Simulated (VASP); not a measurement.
# Si12O23 (a cell with a defect) in VASP: single point with PBE+D3(BJ)

Aim: the single point of Si12O23 (a cell with a defect) with PBE+D3(BJ).

All numbers are computed with VASP 6.6.1; they aren't measurements. Logs are shortened: lines on timing, memory, paths and dates and some standing lists are left out, and cuts for length are marked.

## (1) The cell of the first run

The cell holds a defect, 35 atoms: a = 7.400 Å, b = 7.400 Å, c = 9.994 Å, α = 70.27°, β = 70.27°, γ = 71.58°.

## (2) Single point, PBE+D3(BJ)

Input file INCAR:

```
PREC = Accurate
ENCUT = 520
EDIFF = 1E-6
ISMEAR = -1
SIGMA = 0.02
LREAL = Auto
LASPH = T
NELM = 120
ALGO = Normal
ISIF = 2
LWAVE = F
LCHARG = T
GGA = PE
IVDW = 12
LELF = T
LVHAR = T
NBANDS = 116
GGA_COMPAT = F
```

Input file KPOINTS:

```
Automatic mesh
0
Gamma
  2 2 2
```

Input file POSCAR:

```
Si12O23
1.0
   -2.4984000000      4.3273560000      5.4576000000
    4.9968000000      0.0000000000      5.4576000000
    4.9968000000      8.6547110000      0.0000000000
Si O
12 23
Direct
    0.7513487908      0.2692086653      0.1337875812
    0.1663452440      0.2110384155      0.1721426456
    0.6034905994      0.0857906855      0.9732826335
    0.7319450636      0.2547280831      0.6317791710
    0.1590139877      0.1553974006      0.6491873023
    0.5926236136      0.0625218191      0.4655997835
    0.2336567096      0.7670088469      0.3688185353
    0.6637076600      0.6583017807      0.4038759496
    0.0966966426      0.5394196446      0.2105410666
    0.2436208672      0.7474730865      0.8701936977
    0.6601012207      0.6742990038      0.9135635812
    0.0935752398      0.5682519256      0.7052490404
    0.9837645066      0.2658456252      0.0958954212
    0.3707525806      0.1650452465      0.0461259563
    0.1361455305      0.6872525263      0.0441694522
    0.1479289649      1.0017320279      0.2994824978
    0.7323731018      0.1011487138      0.0710411320
    0.9715788492      0.2186151182      0.5796420079
    0.3533224485      0.0941733579      0.5208058252
    0.1232022397      0.7220385147      0.5433169321
    0.1362409129      0.9717707506      0.7960486076
    0.1714355077      0.3412207311      0.6944059406
    0.6709111937      0.0931395477      0.5882746502
    0.4713888084      0.7296990755      0.3393660571
    0.8569691769      0.5834280807      0.2808893631
    0.6492546328      0.2253880191      0.3102301673
    0.6333472482      0.4776129991      0.5517008214
    0.6928328474      0.8406564365      0.4454329083
    0.1959716621      0.6120920866      0.3019977665
    0.4758019995      0.7363005630      0.8415749878
    0.8610412976      0.6167476724      0.7901463370
    0.6560853580      0.2283521103      0.8079565141
    0.6341400479      0.4854625160      0.0561449534
    0.6602766213      0.8573196739      0.9684835530
    0.2272482250      0.5940496501      0.7936880598
```

Potentials or basis: VASP PAW PBE potentials, release 64 (Si, O).

Launch:

```
$ cat potpaw_PBE.64/Si/POTCAR potpaw_PBE.64/O/POTCAR > POTCAR
$ mpirun -np 1 vasp_std > vasp.out
```

OUTCAR:

```text
PREC = Accurate
   ENCUT = 520
   EDIFF = 1E-6
   ISMEAR = -1
   LREAL = Auto
   LASPH = T
   NELM = 120
   ISIF = 2
   GGA = PE
   IVDW = 12
 IVDW          = 12

 ion  position               nearest neighbor table
   1  0.751  0.269  0.134-  13 1.63  33 1.63  26 1.63  17 1.63   3 3.03  11 3.09   2 3.10   6 3.13

   2  0.166  0.211  0.172-  14 1.63  13 1.65  16 1.65   9 2.45   1 3.10
   3  0.603  0.086  0.973-  34 1.62  32 1.63  14 1.63  17 1.63   1 3.03   4 3.13
   4  0.732  0.255  0.632-  32 1.62  27 1.62  23 1.63  18 1.63   5 3.06   6 3.09   8 3.10   3 3.13

   5  0.159  0.155  0.649-  22 1.62  18 1.63  19 1.63  21 1.63   4 3.06   6 3.10  10 3.10
   6  0.593  0.063  0.466-  28 1.62  23 1.62  26 1.63  19 1.63   4 3.09   5 3.10   8 3.10   1 3.13

   7  0.234  0.767  0.369-  20 1.62  24 1.63  29 1.64  16 1.64  12 3.13   8 3.14
   8  0.664  0.658  0.404-  24 1.62  25 1.62  27 1.63  28 1.63   4 3.10   6 3.10   7 3.14
   9  0.097  0.539  0.211-  15 1.64  25 1.64  29 1.64   2 2.45
  10  0.244  0.747  0.870-  15 1.62  35 1.62  30 1.62  21 1.63  12 3.06   5 3.10  11 3.11
  11  0.660  0.674  0.914-  31 1.62  30 1.62  34 1.62  33 1.63   1 3.09  10 3.11
  12  0.094  0.568  0.705-  35 1.62  22 1.62  20 1.62  31 1.62  10 3.06   7 3.13
  13  0.984  0.266  0.096-   1 1.63   2 1.65
  14  0.371  0.165  0.046-   3 1.63   2 1.63
  15  0.136  0.687  0.044-  10 1.62   9 1.64
  16  0.148  0.002  0.299-   7 1.64   2 1.65
  17  0.732  0.101  0.071-   3 1.63   1 1.63
  18  0.972  0.219  0.580-   5 1.63   4 1.63
[... 15 lines left out ...]
  34  0.660  0.857  0.968-   3 1.62  11 1.62
  35  0.227  0.594  0.794-  12 1.62  10 1.62

  LATTYP: Found a base centered monoclinic cell.
 ALAT       =    12.0045659460
 B/A-ratio  =     0.7209516483
 C/A-ratio  =     0.8324832096
 COS(beta)  =    -0.4162416409

  Lattice vectors:

 A1 = (   2.4984000000,  -4.3273560000,  -5.4576000000)
 A2 = (  -4.9968000000,   0.0000000000,  -5.4576000000)
 A3 = (   4.9968000000,   8.6547110000,   0.0000000000)

Analysis of symmetry for initial positions (statically):
=====================================================================
 Subroutine PRICEL returns:
 Original cell was already a primitive cell.

 Routine SETGRP: Setting up the symmetry group for a
 base centered monoclinic supercell.

 Subroutine GETGRP returns: Found  1 space group operations
 (whereof  1 operations were pure point group operations)
 out of a pool of  4 trial point group operations.

The static configuration has the point symmetry C_1 .

Analysis of symmetry for dynamics (positions and initial velocities):
=====================================================================
 Subroutine PRICEL returns:
 Original cell was already a primitive cell.

 Routine SETGRP: Setting up the symmetry group for a
 base centered monoclinic supercell.

 Subroutine GETGRP returns: Found  1 space group operations
 (whereof  1 operations were pure point group operations)
 out of a pool of  4 trial point group operations.

The dynamic configuration has the point symmetry C_1 .

 Subroutine INISYM returns: Found  1 space group operations
 (whereof  1 operations are pure point group operations),
 and found     1 'primitive' translations

----------------------------------------------------------------------------------------

                                     Primitive cell

  volume of cell :     472.0372

  direct lattice vectors                    reciprocal lattice vectors
    -2.498400000  4.327356000  5.457600000    -0.100064038  0.057772003  0.091615359
     4.996800000  0.000000000  5.457600000     0.100064038 -0.057772003  0.091615365
     4.996800000  8.654711000  0.000000000     0.050032025  0.086658004 -0.045807685

  length of vectors
     7.399554735  7.399554581  9.993599588     0.147457757  0.147457760  0.110050703

  position of ions in fractional coordinates (direct lattice)
     0.751348791  0.269208665  0.133787581
     0.166345244  0.211038415  0.172142646
     0.603490599  0.085790686  0.973282633
     0.731945064  0.254728083  0.631779171
     0.159013988  0.155397401  0.649187302
     0.592623614  0.062521819  0.465599783
[... 27 lines left out ...]
     0.660276621  0.857319674  0.968483553
     0.227248225  0.594049650  0.793688060

  ion indices of the primitive-cell ions
   primitive index   ion index
                 1           1
                 2           2
                 3           3
                 4           4
                 5           5
                 6           6
[... 27 lines left out ...]
                34          34
                35          35

----------------------------------------------------------------------------------------

 KPOINTS: Automatic mesh

Automatic generation of k-mesh.
 Grid dimensions read from file:
 generate k-points for:    2    2    2

 Generating k-lattice:

  Cartesian coordinates                     Fractional coordinates (reciprocal lattice)
    -0.050032019  0.028886001  0.045807680     0.500000000  0.000000000 -0.000000000
     0.050032019 -0.028886001  0.045807682     0.000000000  0.500000000  0.000000000
     0.025016012  0.043329002 -0.022903843     0.000000000  0.000000000  0.500000000

  Length of vectors
     0.073728878  0.073728880  0.055025351

  Shift w.r.t. Gamma in fractional coordinates (k-lattice)
     0.000000000  0.000000000  0.000000000

 Subroutine IBZKPT returns following result:
 ===========================================

 Found      8 irreducible k-points:

 Following reciprocal coordinates:
            Coordinates               Weight
  0.000000  0.000000  0.000000      1.000000
  0.500000  0.000000 -0.000000      1.000000
  0.000000  0.500000  0.000000      1.000000
  0.500000  0.500000  0.000000      1.000000
  0.000000  0.000000  0.500000      1.000000
  0.500000 -0.000000  0.500000      1.000000
  0.000000  0.500000  0.500000      1.000000
  0.500000  0.500000  0.500000      1.000000
   k-points           NKPTS =      8   k-points in BZ     NKDIM =      8   number of bands    NBANDS=    116
   number of dos      NEDOS =    301   number of ions     NIONS =     35
   total plane-waves  NPLWV = 250880
   dimension x,y,z NGX =    56 NGY =   56 NGZ =   80
   dimension x,y,z NGXF=   112 NGYF=  112 NGZF=  160
   ions per type =              12  23
   NGX,Y,Z   is equivalent  to a cutoff of  12.58, 12.58, 13.31 a.u.
   NGXF,Y,Z  is equivalent  to a cutoff of  25.16, 25.16, 26.62 a.u.
 SYSTEM =  unknown system
   PREC   = accura    normal or accurate (medium, high low for compatibility)
   ISTART =      0    job   : 0-new  1-cont  2-samecut
   ICHARG =      2    charge: 1-file 2-atom 10-const
   ISPIN  =      1    spin polarized calculation?
   LNONCOLLINEAR =      F non collinear calculations
   LSORBIT =      F    spin-orbit coupling
   LASPH  =      T    aspherical Exc in radial PAW
   ENCUT  =  520.0 eV  38.22 Ry    6.18 a.u.  13.76 13.76 18.58*2*pi/ulx,y,z
   NELM   =    120;   NELMIN=  2; NELMDL= -5     # of ELM steps
   EDIFF  = 0.1E-05   stopping-criterion for ELM
   LREAL  =      T    real-space projection
   EDIFFG = 0.1E-04   stopping-criterion for IOM
   NSW    =      0    number of steps for IOM
   IBRION =     -1    ionic relax: 0-MD 1-quasi-New 2-CG
   NFREE  =      0    steps in history (QN), initial steepest desc. (CG)
   ISIF   =      2    stress and relaxation
   ISYM   =      2    0-nonsym 1-usesym 2-fastsym
   POTIM  = 0.5000    time-step for ionic-motion
   TEBEG  =    0.0;   TEEND  =   0.0 temperature during run
   PSTRESS=    0.0 pullay stress
   NELECT =     186.0000    total number of electrons
   NUPDOWN=      -1.0000    fix difference up-down
   EMIN   =  10.00;   EMAX   =-10.00  energy-range for DOS
   EFERMI =   0.00;   METHOD = LEGACY
   ISMEAR =    -1;   SIGMA  =   0.02  broadening in eV -4-tet -1-fermi 0-gaus
   EFERMI_NEDOS =   21; number of points for ismear=-14 and -15
   IALGO  =     38    algorithm
   IMIX   =      4    mixing-type and parameters
     AMIX     =   0.40;   BMIX     =  1.00
     AMIX_MAG =   1.60;   BMIX_MAG =  1.00
  volume/ion in A,a.u.               =      13.49        91.01
  Fermi-wavevector in a.u.,A,eV,Ry     =   1.200200  2.268050 19.598930  1.440481
  Thomas-Fermi vector in A             =   2.336043
   LORBIT       =      0    0 simple, 1 ext, 2 COOP (PROOUT), +10 PAW based schemes
   GGA     = PE    functional components
   LHFCALC =     F    Hartree Fock is set to
   AEXX    =    0.0000 exact exchange contribution
   IVDW    =    12    specifies the selected vdW correction
   LEPSILON=     F    determine dielectric tensor
   LRPA    =     F    only Hartree local field effects (RPA)
 non-spin polarized calculation
  energy-cutoff  :      520.00
  volume of cell :      472.04
 maximum number of plane-waves:     12746
 NGX is ok and might be reduce to    56
   NGX = 27   NGY = 27   NGZ = 37

 number of electron     186.0000003 magnetization

 Free energy of the ion-electron system (eV)
  ---------------------------------------------------
  ext. energy  EPLUGINS =         0.00000000
  ---------------------------------------------------
  free energy    TOTEN  =      -274.35776642 eV

  energy without entropy =     -274.35776642  energy(sigma->0) =     -274.35776642

 E-fermi :   1.8231     XC(G=0):  -8.9025

 val. band max:        1.2693574514   @ k =   0.0000   0.5000   0.0000
 cond. band min:       6.6513917518   @ k =   0.0000   0.0000   0.0000
 fundamental gap:      5.3820343004
 Fermi energy:         1.8230756431

 k-point     1 :       0.0000    0.0000    0.0000
  band No.  band energies     occupation
      1     -18.5267      2.00000
      2     -18.0833      2.00000
      3     -18.0432      2.00000
      4     -17.9031      2.00000
      5     -17.6618      2.00000
      6     -17.5796      2.00000
[... 97 lines left out ...]
    104       9.9112      0.00000
    105       9.9589      0.00000

 k-point     2 :       0.5000    0.0000   -0.0000
  band No.  band energies     occupation
      1     -18.3239      2.00000
      2     -18.2293      2.00000
      3     -18.0492      2.00000
      4     -17.9179      2.00000
      5     -17.6405      2.00000
      6     -17.6074      2.00000
[... 640 lines left out ...]
 k-point     8 :       0.5000    0.5000    0.5000
  band No.  band energies     occupation
      1     -18.2112      2.00000
      2     -18.1520      2.00000
      3     -17.9879      2.00000
      4     -17.9300      2.00000
      5     -17.8373      2.00000
      6     -17.7509      2.00000
[... 97 lines left out ...]
    104       9.8016      0.00000
    105       9.8573      0.00000
 [bands above 105 left out]

------------------------ aborting loop because EDIFF is reached ----------------------------------------

 Edisp (eV)   -4.73295

 E8    (eV) :    -1.6080

  FORCE on cell =-STRESS in cart. coord.  units (eV):
  Direction    XX          YY          ZZ          XY          YZ          ZX
  --------------------------------------------------------------------------------------
  -------------------------------------------------------------------------------------
  Total      -8.59082    -2.68158    -4.82098     1.14780     2.00743    -3.09772
  in kB     -29.15877    -9.10174   -16.36324     3.89585     6.81357   -10.51421
  external pressure =      -18.21 kB  Pullay stress =        0.00 kB

 VOLUME and BASIS-vectors are now :
 -----------------------------------------------------------------------------
  energy-cutoff  :      520.00
  volume of cell :      472.04
      direct lattice vectors                 reciprocal lattice vectors
    -2.498400000  4.327356000  5.457600000    -0.100064038  0.057772003  0.091615359
     4.996800000  0.000000000  5.457600000     0.100064038 -0.057772003  0.091615365
     4.996800000  8.654711000  0.000000000     0.050032025  0.086658004 -0.045807685

 POSITION                                       TOTAL-FORCE (eV/Angst)
 -----------------------------------------------------------------------------------
      0.13652      4.40925      5.56979         0.012663      0.006596      0.005162
      1.49908      2.20968      2.05961         0.026294     -0.006876      0.030078
      3.78422     11.03500      3.76182        -0.006557     -0.001645     -0.009727
      2.60101      8.63525      5.38487         0.018740      0.001263     -0.009421
      3.62307      6.30664      1.71593        -0.005212     -0.004564      0.002793
      1.15831      6.59412      3.57552        -0.006099      0.010585     -0.000088
[... 27 lines left out ...]
      7.47354     11.23920      8.28243        -0.000940     -0.016911     -0.002407
      6.36649      7.85252      4.48232         0.015526     -0.007138      0.000555
 -----------------------------------------------------------------------------------
    total drift:                                0.013102     -0.007294      0.005049

  FREE ENERGIE OF THE ION-ELECTRON SYSTEM (eV)
  ---------------------------------------------------
  free  energy   TOTEN  =      -279.0907117341 eV

  energy  without entropy=     -279.0907117341  energy(sigma->0) =     -279.09071173
```

It took 10 min on 1 thread of Oxide Virtual Turin-like, shared host; peak memory 0.63 GiB.

What came out:

* Free energy: -279.0907 eV
* Pressure: -1.8 GPa
* Largest force: 0.041 eV/Å
* Band gap on the k mesh: 5.38 eV
* Dispersion energy per atom: -0.135 eV

Forces in eV/Å, atoms in the order of the input:
```
Si   0.013  0.007  0.005
Si   0.026 -0.007  0.030
Si  -0.007 -0.002 -0.010
Si   0.019  0.001 -0.009
Si  -0.005 -0.005  0.003
Si  -0.006  0.011  0.000
Si   0.007 -0.014 -0.003
Si  -0.007 -0.013  0.002
Si  -0.031 -0.002 -0.024
Si   0.010  0.009  0.002
Si  -0.001 -0.010  0.013
Si  -0.004  0.000 -0.010
O    0.010  0.008 -0.001
O    0.000  0.017  0.005
O   -0.016  0.005  0.002
O   -0.009 -0.003  0.004
O    0.003  0.000  0.000
O    0.009  0.004  0.002
O    0.006  0.011  0.004
O   -0.011  0.009 -0.007
O   -0.009 -0.003  0.002
O    0.004 -0.016 -0.005
O    0.009 -0.009  0.008
O    0.004  0.011 -0.005
O    0.000  0.011 -0.001
O   -0.014  0.004 -0.006
O   -0.013 -0.001  0.004
O    0.005 -0.013 -0.003
O    0.009 -0.005  0.003
O    0.011  0.003 -0.006
O   -0.003  0.016  0.006
O   -0.015  0.003 -0.008
O   -0.007 -0.004  0.005
O   -0.001 -0.017 -0.002
O    0.016 -0.007  0.001
```

Stress tensor (GPa, compression positive):
```
-2.92  0.39 -1.05
 0.39 -0.91  0.68
-1.05  0.68 -1.64
```

Levels at points of the mesh, in eV from the valence-band top:
```tsv
k point	band 91	band 92	band 93	band 94	band 95	band 96
(0.00, 0.00, 0.00)	-0.74	-0.69	-0.19	5.38	6.03	6.45
(0.50, 0.00, 0.00)	-0.63	-0.53	-0.21	5.90	6.11	6.59
(0.00, 0.50, 0.00)	-0.69	-0.57	0.00	5.63	6.31	6.44
(0.50, 0.50, 0.00)	-0.66	-0.52	-0.01	5.81	6.31	6.48
(0.00, 0.00, 0.50)	-0.72	-0.68	-0.19	5.56	6.26	6.45
(0.50, 0.00, 0.50)	-0.65	-0.62	-0.22	5.88	6.15	6.75
(0.00, 0.50, 0.50)	-0.68	-0.62	-0.01	5.72	6.29	6.46
(0.50, 0.50, 0.50)	-0.63	-0.59	-0.03	5.80	6.33	6.54
```

Caveat: the k points lie up to 0.46 Å⁻¹ apart.
